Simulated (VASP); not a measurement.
Input of a VASP 6.6.1 run:

The input INCAR:

```
SYSTEM = Au
PREC = Accurate
ENCUT = 500
EDIFF = 1E-8
ISMEAR = -1
SIGMA = 0.15
LREAL = .False.
LASPH = .True.
NELM = 120
ALGO = Normal
ISIF = 2
LWAVE = .False.
LCHARG = .True.
GGA = PS
NBANDS = 18
IBRION = 8
NSW = 1
GGA_COMPAT = .False.
```

The input KPOINTS:

```
regular mesh
0
Gamma
  18 18 10
  0 0 0
```

The input POSCAR:

```
Au
1.0
    2.8309435956      0.0000000000      0.0000000000
   -1.4154717978      2.4516690705      0.0000000000
    0.0000000000      0.0000000000      4.7328166675
Au
2
Direct
    0.3333333333      0.6666666667      0.7500000000
    0.6666666667      0.3333333333      0.2500000000
```

Potentials or basis: VASP PAW PBE potentials, release 64 (Au).

The run is started by

```bash
$ cat potpaw_PBE.64/Au/POTCAR > POTCAR
$ mpirun -np 1 vasp_std > vasp.out
```

Question: Predict the highest phonon frequency at Γ.

Answer: 163 cm⁻¹.

Phonon frequencies in cm⁻¹ (negative: imaginary):
```csv
q point,frequencies
"(0.000, 0.000, 0.000)",0 0 0 46 46 163
```

Caveat: the cell stands under pressure or tension, which shifts response properties.
